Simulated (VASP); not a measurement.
# Ti (Fm-3m) in VASP: further runs

Runs on Ti. Level: PBE. Tasks: single point.

Program: VASP 6.6.1. These are calculated values, not measurements. Logs are shortened: lines on timing, memory, paths and dates and some standing lists are left out, and cuts for length are marked.

### Step 1. The cell of the first run

It takes space group Fm-3m (No. 225, cubic). The conventional cell has a = 4.345 Å, b = 4.345 Å, c = 4.345 Å, α = 90.00°, β = 90.00°, γ = 90.00°. Within 4.0 Å of Ti (site symmetry m-3m) lie 12 Ti at 3.07 Å.

This isn't the form of Ti at room conditions, which is hcp.

### Step 2. Single point, PBE, collinear spin (20.51 Å³/atom)

INCAR reads:

```
SYSTEM = Ti
  PREC = Accurate
  ENCUT = 520
  EDIFF = 1E-7
  ISMEAR = 0
  SIGMA = 0.15
  LREAL = .False.
  LASPH = .True.
  NELM = 150
  ALGO = Fast
  ISIF = 2
  LWAVE = .False.
  LCHARG = .False.
  ISPIN = 2
  MAGMOM = 1
  LORBIT = 11
  NUPDOWN = 1.0
  LMAXMIX = 4
  GGA = PE
  NBANDS = 16
```

KPOINTS reads:

```
regular mesh
0
Gamma
  20 20 20
  0 0 0
```

POSCAR reads:

```
Ti
1.0
    0.0000000000      2.1725938953      2.1725938953
    2.1725938953      0.0000000000      2.1725938953
    2.1725938953      2.1725938953      0.0000000000
Ti
1
Direct
    0.0000000000      0.0000000000      0.0000000000
```

Potentials or basis: VASP PAW PBE potentials, release 64 (Ti_sv).

Run with:

```bash
$ cat potpaw_PBE.64/Ti_sv/POTCAR > POTCAR
$ mpirun -np 1 vasp_std > vasp.out
```

OUTCAR:

```text
SYSTEM = Ti
   PREC = Accurate
   ENCUT = 520
   EDIFF = 1E-7
   ISMEAR = 0
   LREAL = .False.
   LASPH = .True.
   NELM = 150
   ISIF = 2
   ISPIN = 2
   LORBIT = 11
   NUPDOWN = 1.0
   GGA = PE

 ion  position               nearest neighbor table
   1  0.000  0.000  0.000-

  LATTYP: Found a face centered cubic cell.
 ALAT       =     4.3451877906

  Lattice vectors:

 A1 = (   0.0000000000,   2.1725938953,   2.1725938953)
 A2 = (   2.1725938953,   0.0000000000,   2.1725938953)
 A3 = (   2.1725938953,   2.1725938953,   0.0000000000)

Analysis of symmetry for initial positions (statically):
=====================================================================
 Subroutine PRICEL returns:
 Original cell was already a primitive cell.

 Routine SETGRP: Setting up the symmetry group for a
 face centered cubic supercell.

 Subroutine GETGRP returns: Found 48 space group operations
 (whereof 48 operations were pure point group operations)
 out of a pool of 48 trial point group operations.

The static configuration has the point symmetry O_h .

Analysis of symmetry for dynamics (positions and initial velocities):
=====================================================================
 Subroutine PRICEL returns:
 Original cell was already a primitive cell.

 Routine SETGRP: Setting up the symmetry group for a
 face centered cubic supercell.

 Subroutine GETGRP returns: Found 48 space group operations
 (whereof 48 operations were pure point group operations)
 out of a pool of 48 trial point group operations.

The dynamic configuration has the point symmetry O_h .

Analysis of structural, dynamic, and magnetic symmetry:
=====================================================================
 Subroutine PRICEL returns:
 Original cell was already a primitive cell.

 Routine SETGRP: Setting up the symmetry group for a
 face centered cubic supercell.

 Subroutine GETGRP returns: Found 48 space group operations
 (whereof 48 operations were pure point group operations)
 out of a pool of 48 trial point group operations.

The overall configuration has the point symmetry O_h .

 Subroutine INISYM returns: Found 48 space group operations
 (whereof 48 operations are pure point group operations),
 and found     1 'primitive' translations

----------------------------------------------------------------------------------------

                                     Primitive cell

  volume of cell :      20.5100

  direct lattice vectors                    reciprocal lattice vectors
     0.000000000  2.172593895  2.172593895    -0.230139651  0.230139651  0.230139651
     2.172593895  0.000000000  2.172593895     0.230139651 -0.230139651  0.230139651
     2.172593895  2.172593895  0.000000000     0.230139651  0.230139651 -0.230139651

  length of vectors
     3.072511752  3.072511752  3.072511752     0.398613568  0.398613568  0.398613568

  position of ions in fractional coordinates (direct lattice)
     0.000000000  0.000000000  0.000000000

  ion indices of the primitive-cell ions
   primitive index   ion index
                 1           1

----------------------------------------------------------------------------------------

 KPOINTS: regular mesh

Automatic generation of k-mesh.
 Grid dimensions read from file:
 generate k-points for:   20   20   20

 Generating k-lattice:

  Cartesian coordinates                     Fractional coordinates (reciprocal lattice)
    -0.011506983  0.011506983  0.011506983     0.050000000  0.000000000  0.000000000
     0.011506983 -0.011506983  0.011506983     0.000000000  0.050000000  0.000000000
     0.011506983  0.011506983 -0.011506983     0.000000000  0.000000000  0.050000000

  Length of vectors
     0.019930678  0.019930678  0.019930678

  Shift w.r.t. Gamma in fractional coordinates (k-lattice)
     0.000000000  0.000000000  0.000000000

 Subroutine IBZKPT returns following result:
 ===========================================

 Found    256 irreducible k-points:

 Following reciprocal coordinates:
            Coordinates               Weight
  0.000000  0.000000  0.000000      1.000000
  0.050000  0.000000  0.000000      8.000000
  0.100000  0.000000  0.000000      8.000000
  0.150000  0.000000  0.000000      8.000000
  0.200000  0.000000  0.000000      8.000000
  0.250000  0.000000  0.000000      8.000000
[... 16 lines left out ...]
 -0.400000  0.050000  0.000000     24.000000
 -0.350000  0.050000  0.000000     24.000000
 [... further k-points ...]
   k-points           NKPTS =    256   k-points in BZ     NKDIM =    256   number of bands    NBANDS=     16
   number of dos      NEDOS =    301   number of ions     NIONS =      1
   total plane-waves  NPLWV =  13824
   dimension x,y,z NGX =    24 NGY =   24 NGZ =   24
   dimension x,y,z NGXF=    48 NGYF=   48 NGZF=   48
   ions per type =               1
   NGX,Y,Z   is equivalent  to a cutoff of  12.99, 12.99, 12.99 a.u.
   NGXF,Y,Z  is equivalent  to a cutoff of  25.97, 25.97, 25.97 a.u.
 SYSTEM =  Ti
   PREC   = accura    normal or accurate (medium, high low for compatibility)
   ISTART =      0    job   : 0-new  1-cont  2-samecut
   ICHARG =      2    charge: 1-file 2-atom 10-const
   ISPIN  =      2    spin polarized calculation?
   LNONCOLLINEAR =      F non collinear calculations
   LSORBIT =      F    spin-orbit coupling
   LASPH  =      T    aspherical Exc in radial PAW
   ENCUT  =  520.0 eV  38.22 Ry    6.18 a.u.   5.71  5.71  5.71*2*pi/ulx,y,z
   NELM   =    150;   NELMIN=  2; NELMDL= -5     # of ELM steps
   EDIFF  = 0.1E-06   stopping-criterion for ELM
   LREAL  =      F    real-space projection
   EDIFFG = 0.1E-05   stopping-criterion for IOM
   NSW    =      0    number of steps for IOM
   IBRION =     -1    ionic relax: 0-MD 1-quasi-New 2-CG
   NFREE  =      0    steps in history (QN), initial steepest desc. (CG)
   ISIF   =      2    stress and relaxation
   ISYM   =      2    0-nonsym 1-usesym 2-fastsym
   POTIM  = 0.5000    time-step for ionic-motion
   TEBEG  =    0.0;   TEEND  =   0.0 temperature during run
   PSTRESS=    0.0 pullay stress
   NELECT =      12.0000    total number of electrons
   NUPDOWN=       1.0000    fix difference up-down
   EMIN   =  10.00;   EMAX   =-10.00  energy-range for DOS
   EFERMI =   0.00;   METHOD = LEGACY
   ISMEAR =     0;   SIGMA  =   0.15  broadening in eV -4-tet -1-fermi 0-gaus
   EFERMI_NEDOS =   21; number of points for ismear=-14 and -15
   IALGO  =     68    algorithm
   IMIX   =      4    mixing-type and parameters
     AMIX     =   0.40;   BMIX     =  1.00
     AMIX_MAG =   1.60;   BMIX_MAG =  1.00
  volume/ion in A,a.u.               =      20.51       138.41
  Fermi-wavevector in a.u.,A,eV,Ry     =   1.369241  2.587491 25.508503  1.874822
  Thomas-Fermi vector in A             =   2.495134
   LORBIT       =     11    0 simple, 1 ext, 2 COOP (PROOUT), +10 PAW based schemes
   GGA     = PE    functional components
   LHFCALC =     F    Hartree Fock is set to
   AEXX    =    0.0000 exact exchange contribution
   IVDW    =     0    specifies the selected vdW correction
   LEPSILON=     F    determine dielectric tensor
   LRPA    =     F    only Hartree local field effects (RPA)
 spin polarized calculation
 RMM-DIIS sequential band-by-band and
 Gauss-broadening in eV      SIGMA  =   0.15
  energy-cutoff  :      520.00
  volume of cell :       20.51
 maximum number of plane-waves:       568
   NGX = 11   NGY = 11   NGZ = 11

 number of electron      11.9999998 magnetization       1.0000000

 Free energy of the ion-electron system (eV)
  ---------------------------------------------------
  ext. energy  EPLUGINS =         0.00000000
  ---------------------------------------------------
  free energy    TOTEN  =        -7.56945829 eV

  energy without entropy =       -7.54948937  energy(sigma->0) =       -7.55947383

 E-fermi :   6.4517     XC(G=0): -10.7133

 val. band max:        6.7839489426   @ k =   0.4000   0.2000   0.0000
 cond. band min:       6.4594258656   @ k =  -0.3000   0.4000   0.2000
 fundamental gap:     -0.3245230770
 Fermi energy:         6.7843419454

 spin component 1

 k-point     1 :       0.0000    0.0000    0.0000
  band No.  band energies     occupation
      1     -50.6431      1.00000
      2     -26.6524      1.00000
      3     -26.6524      1.00000
      4     -26.6524      1.00000
      5       0.5909      1.00000
      6       7.0312      0.00997
[... 8 lines left out ...]
     15      27.9189      0.00000
     16      28.0404      0.00000

 k-point     2 :       0.0500    0.0000    0.0000
  band No.  band energies     occupation
      1     -50.6416      1.00000
      2     -26.6620      1.00000
      3     -26.6537      1.00000
      4     -26.6537      1.00000
      5       0.6608      1.00000
      6       6.9910      0.02569
[... 8 lines left out ...]
     15      28.0124      0.00000
     16      28.0561      0.00000

 k-point     3 :       0.1000    0.0000    0.0000
  band No.  band energies     occupation
      1     -50.6373      1.00000
      2     -26.6900      1.00000
      3     -26.6574      1.00000
      4     -26.6574      1.00000
      5       0.8675      1.00000
      6       6.8783      0.18783
[... 8 lines left out ...]
     15      27.4303      0.00000
     16      28.0612      0.00000
[... 362 lines left out ...]
 k-point    23 :      -0.4000    0.0500    0.0000
  band No.  band energies     occupation
      1     -50.5856      1.00000
      2     -27.0091      1.00000
      3     -26.7099      1.00000
      4     -26.6997      1.00000
      5       3.8374      1.00000
      6       6.3483      0.99998
[... 8 lines left out ...]
     15      26.1098      0.00000
     16      26.5562      0.00000

 k-point    24 :      -0.3500    0.0500    0.0000
  band No.  band energies     occupation
      1     -50.5916      1.00000
      2     -26.9727      1.00000
      3     -26.7059      1.00000
      4     -26.6933      1.00000
      5       3.4776      1.00000
      6       6.2217      1.00000
[... 8 lines left out ...]
     15      26.0214      0.00000
     16      26.5918      0.00000

 [... further k-points ...]

 spin component 2

 k-point     1 :       0.0000    0.0000    0.0000
  band No.  band energies     occupation
      1     -50.0369      1.00000
      2     -26.0468      1.00000
      3     -26.0468      1.00000
      4     -26.0468      1.00000
      5       1.2587      1.00000
      6       7.7683      0.00000
[... 8 lines left out ...]
     15      28.3242      0.00000
     16      28.8173      0.00000

 k-point     2 :       0.0500    0.0000    0.0000
  band No.  band energies     occupation
      1     -50.0355      1.00000
      2     -26.0563      1.00000
      3     -26.0480      1.00000
      4     -26.0480      1.00000
      5       1.3286      1.00000
      6       7.7290      0.00000
[... 8 lines left out ...]
     15      28.5640      0.00000
     16      28.8295      0.00000

 k-point     3 :       0.1000    0.0000    0.0000
  band No.  band energies     occupation
      1     -50.0312      1.00000
      2     -26.0840      1.00000
      3     -26.0517      1.00000
      4     -26.0517      1.00000
      5       1.5352      1.00000
      6       7.6185      0.00000
[... 8 lines left out ...]
     15      28.0883      0.00000
     16      28.8167      0.00000
[... 362 lines left out ...]
 k-point    23 :      -0.4000    0.0500    0.0000
  band No.  band energies     occupation
      1     -49.9799      1.00000
      2     -26.4003      1.00000
      3     -26.1034      1.00000
      4     -26.0933      1.00000
      5       4.5734      1.00000
      6       6.9890      0.00000
[... 8 lines left out ...]
     15      26.6935      0.00000
     16      27.1724      0.00000

 k-point    24 :      -0.3500    0.0500    0.0000
  band No.  band energies     occupation
      1     -49.9858      1.00000
      2     -26.3642      1.00000
      3     -26.0995      1.00000
      4     -26.0870      1.00000
      5       4.1853      1.00000
      6       6.9098      0.00001
[... 8 lines left out ...]
     15      26.5905      0.00000
     16      27.2279      0.00000

 [... further k-points ...]

------------------------ aborting loop because EDIFF is reached ----------------------------------------

  FORCE on cell =-STRESS in cart. coord.  units (eV):
  Direction    XX          YY          ZZ          XY          YZ          ZX
  --------------------------------------------------------------------------------------
  -------------------------------------------------------------------------------------
  Total       -1.4736309     -1.4736309     -1.4736309     -0.0000000     -0.0000000      0.0000000
  in kB     -115.1154549   -115.1154549   -115.1154549     -0.0000000     -0.0000000      0.0000000
  external PRESSURE =    -115.1154549 kB  Pullay stress =       0.0000000 kB

 VOLUME and BASIS-vectors are now :
 -----------------------------------------------------------------------------
  energy-cutoff  :      520.00
  volume of cell :       20.51
      direct lattice vectors                 reciprocal lattice vectors
     0.000000000  2.172593895  2.172593895    -0.230139651  0.230139651  0.230139651
     2.172593895  0.000000000  2.172593895     0.230139651 -0.230139651  0.230139651
     2.172593895  2.172593895  0.000000000     0.230139651  0.230139651 -0.230139651

 POSITION                                       TOTAL-FORCE (eV/Angst)
 -----------------------------------------------------------------------------------
      0.00000      0.00000      0.00000         0.000000     -0.000000     -0.000000
 -----------------------------------------------------------------------------------
    total drift:                               -0.000000      0.000000     -0.000000

  FREE ENERGIE OF THE ION-ELECTRON SYSTEM (eV)
  ---------------------------------------------------
  free  energy   TOTEN  =        -7.5694582873 eV

  energy  without entropy=       -7.5494893651  energy(sigma->0) =       -7.55947383

 total charge

# of ion       s       p       d       tot
------------------------------------------
    1        2.219   6.086   1.799  10.104

 magnetization (x)

# of ion       s       p       d       tot
------------------------------------------
    1        0.005   0.051   0.608   0.664
```

Run time: 68 s. Hardware: 1 thread of Intel Xeon 6975P-C (Granite Rapids), shared host; peak memory 0.24 GiB.

What came out:

```yaml
Free_energy: -7.5695 eV
Pressure: -11.5 GPa
Net_moment: 1.00 μB per cell
Site_moments: Ti +0.66 μB
Valence_electrons_inside_the_program's_atomic_spheres: Ti 10.10
```

Caveat: the cell stands under tension; the total moment is fixed, so each spin has its own Fermi level and the state may be an excited one.

(Continued in part 2 of 2.)
